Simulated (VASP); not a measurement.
## ZrB: single point with PBE+D4

The system is ZrB.

```
Zr B
1.0
     0.00000    2.45632    2.45632
     2.45632    0.00000    2.45632
     2.45632    2.45632    0.00000
Zr B
1 1
Direct
  0.50000 0.50000 0.50000
  0.00000 0.00000 0.00000
```

| Item | Value |
| --- | --- |
| Program | VASP 6.6.1 |
| Task | single point |
| Functional | PBE |
| Dispersion | D4 |
| Potentials or basis | VASP PAW PBE potentials, release 64 (Zr_sv, B) |
| Cutoff | 520 eV |
| k mesh | 10 × 10 × 10 |
| Occupations | methfessel-paxton, width 0.1 eV |
| Spin | no spin polarisation |
| Dipole correction | no |
| Further INCAR settings | ALGO = Normal; EDIFF = 1e-07; NBANDS = 14 |

```json
{
  "Pressure": "-4.1 GPa",
  "Dispersion energy per atom": "-0.265 eV"
}
```

Levels at points of the mesh, in eV from the Fermi level:
```tsv
k point	band 5	band 6	band 7	band 8	band 9	band 10	band 11	band 12
(0.00, 0.00, 0.00)	-8.02	1.75	1.75	1.75	3.13	3.13	3.42	3.42
(0.50, 0.00, 0.00)	-4.19	-3.78	-1.14	-1.14	4.79	4.79	6.05	7.48
(0.50, 0.50, 0.00)	-6.08	-0.79	-0.75	2.04	2.04	4.53	5.70	5.70
```

Wall time 37 s on 1 thread of Intel Xeon 8259CL, with other jobs on the host, peak memory 0.17 GiB.

Caveat: pairwise dispersion overbinds metals, which lowers pressure and volume.
